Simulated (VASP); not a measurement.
# GaAs (I-4m2) in VASP: a series of runs

GaAs is run at these levels: PBE, r2SCAN; tasks: single point.

All numbers are computed with VASP 6.6.1; they aren't measurements. Logs are shortened: lines on timing, memory, paths and dates and some standing lists are left out, and cuts for length are marked.

## 1. The cell of the first run

Symmetry: I-4m2, No. 119, tetragonal system. The conventional cell has a = 4.239 Å, b = 4.239 Å, c = 5.666 Å, α = 90.00°, β = 90.00°, γ = 90.00°. Within 3.4 Å of Ga (site symmetry -4m2) lie 4 As at 2.55 Å. As (site symmetry -4m2) has 4 Ga at 2.55 Å within 3.4 Å.

## 2. Single point, PBE (biaxial xy strain +5.8%)

Input file INCAR:

```
SYSTEM = GaAs
ALGO = Normal
EDIFF = 1E-7
ENCUT = 520
GGA = PE
ISIF = 2
ISMEAR = -1
LASPH = .True.
LCHARG = .False.
LREAL = .False.
LWAVE = .False.
NBANDS = 16
NELM = 80
PREC = Accurate
SIGMA = 0.02
```

Input file KPOINTS:

```
k-points
0
Gamma
  8 8 8
  0 0 0
```

Input file POSCAR:

```
GaAs
1.0
    0.0000000000      2.9974040302      2.8330850947
    2.9974040302      0.0000000000      2.8330850947
    2.9974040302      2.9974040302      0.0000000000
Ga As
1 1
Direct
    0.0000000000      0.0000000000      0.0000000000
    0.2500000000      0.2500000000      0.2500000000
```

Potentials or basis: VASP PAW PBE potentials, release 64 (Ga_d, As).

On the command line:

```bash
cat potpaw_PBE.64/Ga_d/POTCAR potpaw_PBE.64/As/POTCAR > POTCAR
mpirun -np 1 vasp_std > vasp.out
```

OUTCAR:

```text
SYSTEM = GaAs
   EDIFF = 1E-7
   ENCUT = 520
   GGA = PE
   ISIF = 2
   ISMEAR = -1
   LASPH = .True.
   LREAL = .False.
   NELM = 80
   PREC = Accurate

 ion  position               nearest neighbor table
   1  0.000  0.000  0.000-   2 2.55   2 2.55   2 2.55   2 2.55
   2  0.250  0.250  0.250-   1 2.55   1 2.55   1 2.55   1 2.55

  LATTYP: Found a body centered tetragonal cell.
 ALAT       =     4.2389694314
 C/A-ratio  =     1.3366857867

  Lattice vectors:

 A1 = (   0.0000000000,  -2.9974040302,  -2.8330850947)
 A2 = (   0.0000000000,   2.9974040302,  -2.8330850947)
 A3 = (   2.9974040302,   0.0000000000,   2.8330850947)

Analysis of symmetry for initial positions (statically):
=====================================================================
 Subroutine PRICEL returns:
 Original cell was already a primitive cell.

 Routine SETGRP: Setting up the symmetry group for a
 body centered tetragonal supercell.

 Subroutine GETGRP returns: Found  8 space group operations
 (whereof  8 operations were pure point group operations)
 out of a pool of 16 trial point group operations.

The static configuration has the point symmetry D_2d.

Analysis of symmetry for dynamics (positions and initial velocities):
=====================================================================
 Subroutine PRICEL returns:
 Original cell was already a primitive cell.

 Routine SETGRP: Setting up the symmetry group for a
 body centered tetragonal supercell.

 Subroutine GETGRP returns: Found  8 space group operations
 (whereof  8 operations were pure point group operations)
 out of a pool of 16 trial point group operations.

The dynamic configuration has the point symmetry D_2d.

 Subroutine INISYM returns: Found  8 space group operations
 (whereof  8 operations are pure point group operations),
 and found     1 'primitive' translations

----------------------------------------------------------------------------------------

                                     Primitive cell

  volume of cell :      50.9073

  direct lattice vectors                    reciprocal lattice vectors
     0.000000000  2.997404030  2.833085095    -0.166811012  0.166811012  0.176486051
     2.997404030  0.000000000  2.833085095     0.166811012 -0.166811012  0.176486051
     2.997404030  2.997404030  0.000000000     0.166811012  0.166811012 -0.176486051

  length of vectors
     4.124415361  4.124415361  4.238969431     0.294616961  0.294616961  0.294616961

  position of ions in fractional coordinates (direct lattice)
     0.000000000  0.000000000  0.000000000
     0.250000000  0.250000000  0.250000000

  ion indices of the primitive-cell ions
   primitive index   ion index
                 1           1
                 2           2

----------------------------------------------------------------------------------------

 KPOINTS: k-points

Automatic generation of k-mesh.
 Grid dimensions read from file:
 generate k-points for:    8    8    8

 Generating k-lattice:

  Cartesian coordinates                     Fractional coordinates (reciprocal lattice)
    -0.020851377  0.020851377  0.022060756     0.125000000  0.000000000  0.000000000
     0.020851377 -0.020851377  0.022060756     0.000000000  0.125000000  0.000000000
     0.020851377  0.020851377 -0.022060756     0.000000000  0.000000000  0.125000000

  Length of vectors
     0.036827120  0.036827120  0.036827120

  Shift w.r.t. Gamma in fractional coordinates (k-lattice)
     0.000000000  0.000000000  0.000000000

 Subroutine IBZKPT returns following result:
 ===========================================

 Found     59 irreducible k-points:

 Following reciprocal coordinates:
            Coordinates               Weight
  0.000000  0.000000  0.000000      1.000000
  0.125000  0.000000  0.000000      8.000000
  0.250000  0.000000  0.000000      8.000000
  0.375000 -0.000000  0.000000      8.000000
  0.500000  0.000000  0.000000      4.000000
  0.125000  0.125000  0.000000      2.000000
[... 16 lines left out ...]
  0.250000  0.000000  0.125000     16.000000
  0.375000 -0.000000  0.125000     16.000000
 [... further k-points ...]
   k-points           NKPTS =     59   k-points in BZ     NKDIM =     59   number of bands    NBANDS=     16
   number of dos      NEDOS =    301   number of ions     NIONS =      2
   total plane-waves  NPLWV =  32768
   dimension x,y,z NGX =    32 NGY =   32 NGZ =   32
   dimension x,y,z NGXF=    64 NGYF=   64 NGZF=   64
   ions per type =               1   1
   NGX,Y,Z   is equivalent  to a cutoff of  12.90, 12.90, 12.55 a.u.
   NGXF,Y,Z  is equivalent  to a cutoff of  25.80, 25.80, 25.10 a.u.
 SYSTEM =  GaAs
   PREC   = accura    normal or accurate (medium, high low for compatibility)
   ISTART =      0    job   : 0-new  1-cont  2-samecut
   ICHARG =      2    charge: 1-file 2-atom 10-const
   ISPIN  =      1    spin polarized calculation?
   LNONCOLLINEAR =      F non collinear calculations
   LSORBIT =      F    spin-orbit coupling
   LASPH  =      T    aspherical Exc in radial PAW
   ENCUT  =  520.0 eV  38.22 Ry    6.18 a.u.   7.67  7.67  7.88*2*pi/ulx,y,z
   NELM   =     80;   NELMIN=  2; NELMDL= -5     # of ELM steps
   EDIFF  = 0.1E-06   stopping-criterion for ELM
   LREAL  =      F    real-space projection
   EDIFFG = 0.1E-05   stopping-criterion for IOM
   NSW    =      0    number of steps for IOM
   IBRION =     -1    ionic relax: 0-MD 1-quasi-New 2-CG
   NFREE  =      0    steps in history (QN), initial steepest desc. (CG)
   ISIF   =      2    stress and relaxation
   ISYM   =      2    0-nonsym 1-usesym 2-fastsym
   POTIM  = 0.5000    time-step for ionic-motion
   TEBEG  =    0.0;   TEEND  =   0.0 temperature during run
   PSTRESS=    0.0 pullay stress
   NELECT =      18.0000    total number of electrons
   NUPDOWN=      -1.0000    fix difference up-down
   EMIN   =  10.00;   EMAX   =-10.00  energy-range for DOS
   EFERMI =   0.00;   METHOD = LEGACY
   ISMEAR =    -1;   SIGMA  =   0.02  broadening in eV -4-tet -1-fermi 0-gaus
   EFERMI_NEDOS =   21; number of points for ismear=-14 and -15
   IALGO  =     38    algorithm
   IMIX   =      4    mixing-type and parameters
     AMIX     =   0.40;   BMIX     =  1.00
     AMIX_MAG =   1.60;   BMIX_MAG =  1.00
  volume/ion in A,a.u.               =      25.45       171.77
  Fermi-wavevector in a.u.,A,eV,Ry     =   1.157637  2.187616 18.233475  1.340123
  Thomas-Fermi vector in A             =   2.294246
   LORBIT       =      0    0 simple, 1 ext, 2 COOP (PROOUT), +10 PAW based schemes
   GGA     = PE    functional components
   LHFCALC =     F    Hartree Fock is set to
   AEXX    =    0.0000 exact exchange contribution
   IVDW    =     0    specifies the selected vdW correction
   LEPSILON=     F    determine dielectric tensor
   LRPA    =     F    only Hartree local field effects (RPA)
 non-spin polarized calculation
  energy-cutoff  :      520.00
  volume of cell :       50.91
 maximum number of plane-waves:      1391
   NGX = 15   NGY = 15   NGZ = 15

 number of electron      18.0000005 magnetization

 Free energy of the ion-electron system (eV)
  ---------------------------------------------------
  ext. energy  EPLUGINS =         0.00000000
  ---------------------------------------------------
  free energy    TOTEN  =        -8.21561562 eV

  energy without entropy =       -8.21561049  energy(sigma->0) =       -8.21561305

 E-fermi :   2.9515     XC(G=0):  -9.0641

 val. band max:        2.7967026010   @ k =   0.1250   0.0000   0.0000
 cond. band min:       3.0603658398   @ k =   0.0000   0.0000   0.0000
 fundamental gap:      0.2636632389
 Fermi energy:         2.9514561395

 k-point     1 :       0.0000    0.0000    0.0000
  band No.  band energies     occupation
      1     -11.7572      2.00000
      2     -11.7572      2.00000
      3     -11.7440      2.00000
      4     -11.7058      2.00000
      5     -11.6934      2.00000
      6      -9.0452      2.00000
[... 8 lines left out ...]
     15      12.2264      0.00000
     16      13.0981      0.00000

 k-point     2 :       0.1250    0.0000    0.0000
  band No.  band energies     occupation
      1     -11.7623      2.00000
      2     -11.7548      2.00000
      3     -11.7442      2.00000
      4     -11.7060      2.00000
      5     -11.6933      2.00000
      6      -8.8929      2.00000
[... 8 lines left out ...]
     15      11.6303      0.00000
     16      12.2016      0.00000

 k-point     3 :       0.2500    0.0000    0.0000
  band No.  band energies     occupation
      1     -11.7779      2.00000
      2     -11.7496      2.00000
      3     -11.7410      2.00000
      4     -11.7060      2.00000
      5     -11.6923      2.00000
      6      -8.4704      2.00000
[... 8 lines left out ...]
     15      11.6157      0.00000
     16      12.0861      0.00000

 k-point     4 :       0.3750   -0.0000    0.0000
  band No.  band energies     occupation
      1     -11.7938      2.00000
      2     -11.7453      2.00000
      3     -11.7377      2.00000
      4     -11.7050      2.00000
      5     -11.6903      2.00000
      6      -7.9209      2.00000
[... 8 lines left out ...]
     15      12.7355      0.00000
     16      12.8329      0.00000
[... 324 lines left out ...]
 k-point    22 :       0.1250    0.0000    0.1250
  band No.  band energies     occupation
      1     -11.7690      2.00000
      2     -11.7522      2.00000
      3     -11.7402      2.00000
      4     -11.7055      2.00000
      5     -11.6940      2.00000
      6      -8.8482      2.00000
[... 8 lines left out ...]
     15      11.2331      0.00000
     16      13.0192      0.00000

 k-point    23 :       0.2500    0.0000    0.1250
  band No.  band energies     occupation
      1     -11.7815      2.00000
      2     -11.7471      2.00000
      3     -11.7371      2.00000
      4     -11.7056      2.00000
      5     -11.6939      2.00000
      6      -8.5187      2.00000
[... 8 lines left out ...]
     15      12.3485      0.00000
     16      12.9173      0.00000

 k-point    24 :       0.3750   -0.0000    0.1250
  band No.  band energies     occupation
      1     -11.7948      2.00000
      2     -11.7431      2.00000
      3     -11.7347      2.00000
      4     -11.7051      2.00000
      5     -11.6926      2.00000
      6      -7.9982      2.00000
[... 8 lines left out ...]
     15      12.6055      0.00000
     16      13.5368      0.00000

 [... further k-points ...]
[... 5 lines left out ...]
  --------------------------------------------------------------------------------------
  -------------------------------------------------------------------------------------
  Total       -1.4068599     -1.4068599     -0.5211650      0.0000000      0.0000000      0.0000000
  in kB      -44.2773114    -44.2773114    -16.4023344      0.0000000      0.0000000      0.0000000
  external PRESSURE =     -34.9856524 kB  Pullay stress =       0.0000000 kB

 VOLUME and BASIS-vectors are now :
 -----------------------------------------------------------------------------
  energy-cutoff  :      520.00
  volume of cell :       50.91
      direct lattice vectors                 reciprocal lattice vectors
     0.000000000  2.997404030  2.833085095    -0.166811012  0.166811012  0.176486051
     2.997404030  0.000000000  2.833085095     0.166811012 -0.166811012  0.176486051
     2.997404030  2.997404030  0.000000000     0.166811012  0.166811012 -0.176486051

 POSITION                                       TOTAL-FORCE (eV/Angst)
 -----------------------------------------------------------------------------------
      0.00000      0.00000      0.00000         0.000000      0.000000     -0.000000
      1.49870      1.49870      1.41654        -0.000000     -0.000000      0.000000
 -----------------------------------------------------------------------------------
    total drift:                                0.000002      0.000002      0.000002

  FREE ENERGIE OF THE ION-ELECTRON SYSTEM (eV)
  ---------------------------------------------------
  free  energy   TOTEN  =        -8.2156156163 eV

  energy  without entropy=       -8.2156104927  energy(sigma->0) =       -8.21561305
```

It took 29 s on 1 thread of Intel Xeon Platinum 8375C at 2.90GHz (Ice Lake), shared host; peak memory 0.2 GiB.

Results:

| Item | Value |
| --- | --- |
| Free energy | -8.2156 eV |
| Pressure | -3.5 GPa |
| Band gap on the k mesh | 0.26 eV, indirect (the least direct gap lies 2.8 meV higher) |

Stress tensor (GPa, compression positive):
```
-4.43  0.00  0.00
 0.00 -4.43  0.00
 0.00  0.00 -1.64
```

Caveat: the cell differs from its parent crystal (biaxial xy strain +5.8%). A k mesh can miss the band edges.

[end of part 1 of 2]
